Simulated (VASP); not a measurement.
# Ge (P6_3/mmc) in VASP: further runs

The runs below take Ge through single point, relaxation of cell and atoms, with BLYP.

Everything below comes from runs of VASP 6.6.1. Logs are shortened: lines on timing, memory, paths and dates and some standing lists are left out, and cuts for length are marked.

## Step 1: The cell of the first run

The structure is hexagonal, space group P6_3/mmc (No. 194). Conventional cell: a = 3.164 Å, b = 3.164 Å, c = 10.456 Å, α = 90.00°, β = 90.00°, γ = 120.00°. Ge (site symmetry -3m) has 12 Ge at 3.16 to 3.19 Å within 4.2 Å. Within 4.2 Å of Ge (site symmetry -6m2) lie 12 Ge at 3.16 to 3.19 Å.

## Step 2: Single point, BLYP (volume scaled by 1.04)

File INCAR:

```
SYSTEM = Ge
PREC = Accurate
ENCUT = 520
EDIFF = 1E-6
ISMEAR = -1
SIGMA = 0.1
LREAL = .FALSE.
LASPH = .TRUE.
NELM = 100
ALGO = Normal
ISIF = 2
LWAVE = .FALSE.
LCHARG = .FALSE.
GGA = B5
ALDAX = 1.0
AGGAX = 1.0
AGGAC = 1.0
ALDAC = 0.0
NBANDS = 36
```

File KPOINTS:

```
Automatic mesh
0
G
  13 13 4
  0 0 0
```

File POSCAR:

```
Ge
1.0
    3.1638298932      0.0000000000      0.0000000000
   -1.5819149466      2.7399570608      0.0000000000
    0.0000000000      0.0000000000     10.4560936926
Ge
4
Direct
    1.0000000000      1.0000000000      0.0000000000
    1.0000000000      1.0000000000      0.5000000000
    0.3333333333      0.6666666667      0.2500000000
    0.6666666667      0.3333333333      0.7500000000
```

Potentials or basis: VASP PAW PBE potentials, release 64 (Ge_d).

Launch:

```
> cat potpaw_PBE.64/Ge_d/POTCAR > POTCAR
> mpirun -np 1 vasp_std > vasp.out
```

OUTCAR:

```text
SYSTEM = Ge
   PREC = Accurate
   ENCUT = 520
   EDIFF = 1E-6
   ISMEAR = -1
   LREAL = .FALSE.
   LASPH = .TRUE.
   NELM = 100
   ISIF = 2
   GGA = B5

 ion  position               nearest neighbor table
   1  0.000  0.000  0.000-
   2  0.000  0.000  0.500-
   3  0.333  0.667  0.250-
   4  0.667  0.333  0.750-

  LATTYP: Found a hexagonal cell.
 ALAT       =     3.1638298932
 C/A-ratio  =     3.3048849166

  Lattice vectors:

 A1 = (   3.1638298932,   0.0000000000,   0.0000000000)
 A2 = (  -1.5819149466,   2.7399570608,   0.0000000000)
 A3 = (   0.0000000000,   0.0000000000,  10.4560936926)

Analysis of symmetry for initial positions (statically):
=====================================================================
 Subroutine PRICEL returns:
 Original cell was already a primitive cell.

 Routine SETGRP: Setting up the symmetry group for a
 hexagonal supercell.

 Subroutine GETGRP returns: Found 24 space group operations
 (whereof 12 operations were pure point group operations)
 out of a pool of 24 trial point group operations.

The static configuration has the point symmetry D_3d.
 The point group associated with its full space group is D_6h.

Analysis of symmetry for dynamics (positions and initial velocities):
=====================================================================
 Subroutine PRICEL returns:
 Original cell was already a primitive cell.

 Routine SETGRP: Setting up the symmetry group for a
 hexagonal supercell.

 Subroutine GETGRP returns: Found 24 space group operations
 (whereof 12 operations were pure point group operations)
 out of a pool of 24 trial point group operations.

The dynamic configuration has the point symmetry D_3d.
 The point group associated with its full space group is D_6h.

 Subroutine INISYM returns: Found 24 space group operations
 (whereof 12 operations are pure point group operations),
 and found     1 'primitive' translations

----------------------------------------------------------------------------------------

                                     Primitive cell

  volume of cell :      90.6413
[... 85 lines left out ...]
   ISTART =      0    job   : 0-new  1-cont  2-samecut
   ICHARG =      2    charge: 1-file 2-atom 10-const
   ISPIN  =      1    spin polarized calculation?
   LNONCOLLINEAR =      F non collinear calculations
   LSORBIT =      F    spin-orbit coupling
   LASPH  =      T    aspherical Exc in radial PAW
   ENCUT  =  520.0 eV  38.22 Ry    6.18 a.u.   5.88  5.88 19.44*2*pi/ulx,y,z
   NELM   =    100;   NELMIN=  2; NELMDL= -5     # of ELM steps
   EDIFF  = 0.1E-05   stopping-criterion for ELM
   LREAL  =      F    real-space projection
   EDIFFG = 0.1E-04   stopping-criterion for IOM
   NSW    =      0    number of steps for IOM
   IBRION =     -1    ionic relax: 0-MD 1-quasi-New 2-CG
   NFREE  =      0    steps in history (QN), initial steepest desc. (CG)
   ISIF   =      2    stress and relaxation
   ISYM   =      2    0-nonsym 1-usesym 2-fastsym
   POTIM  = 0.5000    time-step for ionic-motion
   TEBEG  =    0.0;   TEEND  =   0.0 temperature during run
   PSTRESS=    0.0 pullay stress
   NELECT =      56.0000    total number of electrons
   NUPDOWN=      -1.0000    fix difference up-down
   EMIN   =  10.00;   EMAX   =-10.00  energy-range for DOS
   EFERMI =   0.00;   METHOD = LEGACY
   ISMEAR =    -1;   SIGMA  =   0.10  broadening in eV -4-tet -1-fermi 0-gaus
   EFERMI_NEDOS =   21; number of points for ismear=-14 and -15
   IALGO  =     38    algorithm
   IMIX   =      4    mixing-type and parameters
     AMIX     =   0.40;   BMIX     =  1.00
     AMIX_MAG =   1.60;   BMIX_MAG =  1.00
  volume/ion in A,a.u.               =      22.66       152.92
  Fermi-wavevector in a.u.,A,eV,Ry     =   1.394319  2.634880 26.451422  1.944125
  Thomas-Fermi vector in A             =   2.517879
   LORBIT       =      0    0 simple, 1 ext, 2 COOP (PROOUT), +10 PAW based schemes
   GGA     = B5    functional components
   LHFCALC =     F    Hartree Fock is set to
   AEXX    =    0.0000 exact exchange contribution
   IVDW    =     0    specifies the selected vdW correction
   LEPSILON=     F    determine dielectric tensor
   LRPA    =     F    only Hartree local field effects (RPA)
 non-spin polarized calculation
  energy-cutoff  :      520.00
  volume of cell :       90.64
 maximum number of plane-waves:      2455
 NGX is ok and might be reduce to    24
   NGX = 11   NGY = 11   NGZ = 39

 number of electron      56.0000073 magnetization

 Free energy of the ion-electron system (eV)
  ---------------------------------------------------
  ext. energy  EPLUGINS =         0.00000000
  ---------------------------------------------------
  free energy    TOTEN  =       -13.34346827 eV

  energy without entropy =      -13.27883272  energy(sigma->0) =      -13.31115050

 E-fermi :   5.4977     XC(G=0):  -9.8131

 val. band max:        5.3999999557   @ k =   0.4615   0.0769   0.0000
 cond. band min:       5.5070858034   @ k =   0.2308   0.0769   0.0000
 fundamental gap:      0.1070858477
 Fermi energy:         5.4976664032

 k-point     1 :       0.0000    0.0000    0.0000
  band No.  band energies     occupation
      1     -19.2811      2.00000
      2     -19.2804      2.00000
      3     -19.2793      2.00000
      4     -19.2793      2.00000
      5     -19.2761      2.00000
      6     -19.2761      2.00000
[... 925 lines left out ...]
     35      11.5499      0.00000
     36      12.1966      0.00000

 [... further k-points ...]

------------------------ aborting loop because EDIFF is reached ----------------------------------------

  FORCE on cell =-STRESS in cart. coord.  units (eV):
  Direction    XX          YY          ZZ          XY          YZ          ZX
  --------------------------------------------------------------------------------------
  -------------------------------------------------------------------------------------
  Total       -1.1624143     -1.1624143     -0.8571005      0.0000000      0.0000000      0.0000000
  in kB      -20.5468462    -20.5468462    -15.1501174      0.0000000      0.0000000      0.0000000
  external PRESSURE =     -18.7479366 kB  Pullay stress =       0.0000000 kB

 VOLUME and BASIS-vectors are now :
 -----------------------------------------------------------------------------
  energy-cutoff  :      520.00
  volume of cell :       90.64
      direct lattice vectors                 reciprocal lattice vectors
     3.163829893  0.000000000  0.000000000     0.316072619  0.182484612  0.000000000
    -1.581914947  2.739957061  0.000000000     0.000000000  0.364969223  0.000000000
     0.000000000  0.000000000 10.456093693     0.000000000  0.000000000  0.095638011

 POSITION                                       TOTAL-FORCE (eV/Angst)
 -----------------------------------------------------------------------------------
      0.00000      0.00000      0.00000        -0.000000      0.000000      0.000000
      0.00000      0.00000      5.22805        -0.000000      0.000000      0.000000
     -0.00000      1.82664      2.61402        -0.000000      0.000000     -0.000000
      1.58191      0.91332      7.84207         0.000000     -0.000000      0.000000
 -----------------------------------------------------------------------------------
    total drift:                               -0.000000      0.000000     -0.000000

  FREE ENERGIE OF THE ION-ELECTRON SYSTEM (eV)
  ---------------------------------------------------
  free  energy   TOTEN  =       -13.3434682658 eV

  energy  without entropy=      -13.2788327247  energy(sigma->0) =      -13.31115050
```

Wall time 2.1 min (1 thread of AMD EPYC 9R45 (Zen 5), shared host); peak memory 0.26 GiB.

Results:

| Property | Result |
| --- | --- |
| Free energy | -13.3435 eV |
| Pressure | -1.9 GPa |
| Band gap on the k mesh | zero (band 28 reaches 11.04 eV, above the bottom of band 29 at 3.62 eV) |

Levels at points of the mesh, in eV from the Fermi level:
| k point | band 25 | band 26 | band 27 | band 28 | band 29 | band 30 | band 31 | band 32 |
| --- | --- | --- | --- | --- | --- | --- | --- | --- |
| (0.00, 0.00, 0.00) | -4.49 | 0.68 | 0.68 | 5.50 | 5.50 | 6.13 | 6.13 | 6.22 |
| (0.00, 0.00, 0.50) | -2.68 | -2.68 | 4.47 | 4.47 | 5.68 | 5.68 | 5.68 | 5.68 |

Caveat: the PAW data sets were made with another functional, which shifts forces and pressure a little.

## Step 3: Single point, BLYP (volume scaled by 1.08)

File INCAR:

```
PREC = Accurate ; ENCUT = 520
EDIFF = 1E-6 ; ISMEAR = -1
SIGMA = 0.1 ; LREAL = False
LASPH = True ; NELM = 80
ALGO = Normal ; ISIF = 2
LWAVE = False ; LCHARG = False
GGA = B5 ; ALDAX = 1.0
AGGAX = 1.0 ; AGGAC = 1.0
ALDAC = 0.0 ; NBANDS = 36
```

File KPOINTS:

```
Automatic mesh
0
Gamma
  13 13 4
```

File POSCAR:

```
Ge
1.0
    3.2038826248      0.0000000000      0.0000000000
   -1.6019413124      2.7746437438      0.0000000000
    0.0000000000      0.0000000000     10.5884633611
Ge
4
Direct
    1.0000000000      1.0000000000      0.0000000000
    1.0000000000      1.0000000000      0.5000000000
    0.3333333333      0.6666666667      0.2500000000
    0.6666666667      0.3333333333      0.7500000000
```

Potentials or basis: VASP PAW PBE potentials, release 64 (Ge_d).

Launch:

```
> cat potpaw_PBE.64/Ge_d/POTCAR > POTCAR
> mpirun -np 1 vasp_std > vasp.out
```

OUTCAR:

```text
PREC = Accurate
   ENCUT = 520
   EDIFF = 1E-6
   ISMEAR = -1
   LREAL = False
   LASPH = True
   NELM = 80
   ISIF = 2
   GGA = B5

 ion  position               nearest neighbor table
   1  0.000  0.000  0.000-
   2  0.000  0.000  0.500-
   3  0.333  0.667  0.250-
   4  0.667  0.333  0.750-

  LATTYP: Found a hexagonal cell.
 ALAT       =     3.2038826248
 C/A-ratio  =     3.3048849166

  Lattice vectors:

 A1 = (   3.2038826248,   0.0000000000,   0.0000000000)
 A2 = (  -1.6019413124,   2.7746437438,   0.0000000000)
 A3 = (   0.0000000000,   0.0000000000,  10.5884633611)

Analysis of symmetry for initial positions (statically):
=====================================================================
 Subroutine PRICEL returns:
 Original cell was already a primitive cell.

 Routine SETGRP: Setting up the symmetry group for a
 hexagonal supercell.

 Subroutine GETGRP returns: Found 24 space group operations
 (whereof 12 operations were pure point group operations)
 out of a pool of 24 trial point group operations.

The static configuration has the point symmetry D_3d.
 The point group associated with its full space group is D_6h.

Analysis of symmetry for dynamics (positions and initial velocities):
=====================================================================
 Subroutine PRICEL returns:
 Original cell was already a primitive cell.

 Routine SETGRP: Setting up the symmetry group for a
 hexagonal supercell.

 Subroutine GETGRP returns: Found 24 space group operations
 (whereof 12 operations were pure point group operations)
[... 117 lines left out ...]
   PSTRESS=    0.0 pullay stress
   NELECT =      56.0000    total number of electrons
   NUPDOWN=      -1.0000    fix difference up-down
   EMIN   =  10.00;   EMAX   =-10.00  energy-range for DOS
   EFERMI =   0.00;   METHOD = LEGACY
   ISMEAR =    -1;   SIGMA  =   0.10  broadening in eV -4-tet -1-fermi 0-gaus
   EFERMI_NEDOS =   21; number of points for ismear=-14 and -15
   IALGO  =     38    algorithm
   IMIX   =      4    mixing-type and parameters
     AMIX     =   0.40;   BMIX     =  1.00
     AMIX_MAG =   1.60;   BMIX_MAG =  1.00
  volume/ion in A,a.u.               =      23.53       158.80
  Fermi-wavevector in a.u.,A,eV,Ry     =   1.376888  2.601941 25.794201  1.895820
  Thomas-Fermi vector in A             =   2.502092
   LORBIT       =      0    0 simple, 1 ext, 2 COOP (PROOUT), +10 PAW based schemes
   GGA     = B5    functional components
   LHFCALC =     F    Hartree Fock is set to
   AEXX    =    0.0000 exact exchange contribution
   IVDW    =     0    specifies the selected vdW correction
   LEPSILON=     F    determine dielectric tensor
   LRPA    =     F    only Hartree local field effects (RPA)
 non-spin polarized calculation
  energy-cutoff  :      520.00
  volume of cell :       94.13
 maximum number of plane-waves:      2564
 NGX is ok and might be reduce to    24
   NGX = 11   NGY = 11   NGZ = 39

 number of electron      56.0000017 magnetization

 Free energy of the ion-electron system (eV)
  ---------------------------------------------------
  ext. energy  EPLUGINS =         0.00000000
  ---------------------------------------------------
  free energy    TOTEN  =       -13.29056420 eV

  energy without entropy =      -13.22370687  energy(sigma->0) =      -13.25713553

 E-fermi :   5.1527     XC(G=0):  -9.6382

 val. band max:        5.1509778446   @ k =   0.2308   0.0769   0.0000
 cond. band min:       5.1837617795   @ k =   0.3077   0.0769   0.2500
 fundamental gap:      0.0327839348
 Fermi energy:         5.1526750996

 k-point     1 :       0.0000    0.0000    0.0000
  band No.  band energies     occupation
      1     -19.6226      2.00000
      2     -19.6219      2.00000
      3     -19.6214      2.00000
      4     -19.6214      2.00000
      5     -19.6185      2.00000
      6     -19.6185      2.00000
[... 925 lines left out ...]
     35      10.9578      0.00000
     36      11.5629      0.00000

 [... further k-points ...]

------------------------ aborting loop because EDIFF is reached ----------------------------------------

  FORCE on cell =-STRESS in cart. coord.  units (eV):
  Direction    XX          YY          ZZ          XY          YZ          ZX
  --------------------------------------------------------------------------------------
  -------------------------------------------------------------------------------------
  Total       -1.9586308     -1.9586308     -1.7027088      0.0000000      0.0000000      0.0000000
  in kB      -33.3385259    -33.3385259    -28.9823910      0.0000000      0.0000000      0.0000000
  external PRESSURE =     -31.8864809 kB  Pullay stress =       0.0000000 kB

 VOLUME and BASIS-vectors are now :
 -----------------------------------------------------------------------------
  energy-cutoff  :      520.00
  volume of cell :       94.13
      direct lattice vectors                 reciprocal lattice vectors
     3.203882625  0.000000000  0.000000000     0.312121297  0.180203315  0.000000000
    -1.601941312  2.774643744  0.000000000     0.000000000  0.360406630  0.000000000
     0.000000000  0.000000000 10.588463361     0.000000000  0.000000000  0.094442410

 POSITION                                       TOTAL-FORCE (eV/Angst)
 -----------------------------------------------------------------------------------
      0.00000      0.00000      0.00000        -0.000000      0.000000      0.000000
      0.00000      0.00000      5.29423        -0.000000      0.000000      0.000000
     -0.00000      1.84976      2.64712         0.000000      0.000000     -0.000000
      1.60194      0.92488      7.94135        -0.000000      0.000000      0.000000
 -----------------------------------------------------------------------------------
    total drift:                               -0.000000      0.000000     -0.000000

  FREE ENERGIE OF THE ION-ELECTRON SYSTEM (eV)
  ---------------------------------------------------
  free  energy   TOTEN  =       -13.2905642000 eV

  energy  without entropy=      -13.2237068689  energy(sigma->0) =      -13.25713553
```

OSZICAR:

```text
N       E                     dE             d eps       ncg     rms          rms(c)
DAV:   1     0.486469813804E+03    0.48647E+03   -0.28038E+04  5228   0.419E+03
DAV:   2     0.709024726253E+02   -0.41557E+03   -0.40605E+03  4536   0.800E+02
DAV:   3    -0.838874419905E+01   -0.79291E+02   -0.77806E+02  5076   0.201E+02
DAV:   4    -0.131846374917E+02   -0.47959E+01   -0.47492E+01  5228   0.537E+01
DAV:   5    -0.132973194767E+02   -0.11268E+00   -0.11257E+00  4680   0.962E+00    0.106E+00
DAV:   6    -0.132901889716E+02    0.71305E-02   -0.54262E-02  5348   0.234E+00    0.566E-01
DAV:   7    -0.132901423988E+02    0.46573E-04   -0.17398E-02  5264   0.250E+00    0.117E-01
DAV:   8    -0.132904443424E+02   -0.30194E-03   -0.28124E-03  5028   0.229E+00    0.455E-02
DAV:   9    -0.132905615203E+02   -0.11718E-03   -0.13199E-03  5372   0.415E-01    0.174E-02
DAV:  10    -0.132905624836E+02   -0.96325E-06   -0.60575E-05  7456   0.195E-01    0.124E-02
DAV:  11    -0.132905615124E+02    0.97120E-06   -0.33653E-05  7148   0.414E-01    0.370E-03
DAV:  12    -0.132905638019E+02   -0.22895E-05   -0.19149E-05  5668   0.922E-02    0.276E-03
DAV:  13    -0.132905642000E+02   -0.39812E-06   -0.90984E-06  3788   0.139E-01
   1 F= -.13290564E+02 E0= -.13257136E+02  d E =-.668573E-01
```

It took 2 min on 1 thread of AMD EPYC 9R45 (Zen 5), shared host; peak memory 0.27 GiB.

What came out:

```
Free energy            : -13.2906 eV
Pressure               : -3.2 GPa
Band gap on the k mesh : zero (band 28 reaches 10.47 eV, above the bottom of band 29 at 3.38 eV)
```

Caveat: the PAW data sets were made with another functional, which shifts forces and pressure a little.

## Step 4: Single point, BLYP (volume scaled by 1.12)

File INCAR:

```
SYSTEM = Ge
PREC = Accurate
ENCUT = 520
EDIFF = 1E-7
ISMEAR = -1
SIGMA = 0.1
LREAL = .False.
LASPH = .True.
NELM = 80
ALGO = Normal
ISIF = 2
LWAVE = .False.
LCHARG = .False.
GGA = B5
ALDAX = 1.0
AGGAX = 1.0
AGGAC = 1.0
ALDAC = 0.0
NBANDS = 36
```

File KPOINTS:

```
Automatic mesh
0
Gamma
  13 13 4
  0 0 0
```

File POSCAR:

```
Ge
1.0
    3.2429582152      0.0000000000      0.0000000000
   -1.6214791076      2.8084841978      0.0000000000
    0.0000000000      0.0000000000     10.7176036905
Ge
4
Direct
    1.0000000000      1.0000000000      0.0000000000
    1.0000000000      1.0000000000      0.5000000000
    0.3333333333      0.6666666667      0.2500000000
    0.6666666667      0.3333333333      0.7500000000
```

Launch:

```
> cat potpaw_PBE.64/Ge_d/POTCAR > POTCAR
> mpirun -np 1 vasp_std > vasp.out
```

It took 2.4 min on 1 thread of AMD EPYC 9R45 (Zen 5), shared host; peak memory 0.27 GiB.

It converged, with:

- Free energy: -13.2112 eV
- Pressure: -4.2 GPa
- Band gap on the k mesh: zero (band 28 reaches 9.94 eV, above the bottom of band 29 at 3.16 eV)

Stress tensor (GPa, compression positive):
```
-4.31  0.00  0.00
 0.00 -4.31  0.00
 0.00  0.00 -3.96
```

Levels at points of the mesh, in eV from the Fermi level:
```
           k point  band 26  band 27  band 28  band 29  band 30  band 31
(0.00, 0.00, 0.00)     0.59     0.60     5.06     5.06     5.64     5.64
(0.00, 0.00, 0.50)    -2.51     4.11     4.11     5.23     5.23     5.23
```

Caveat: the PAW data sets were made with another functional, which shifts forces and pressure a little.

(Continued in part 2 of 2.)
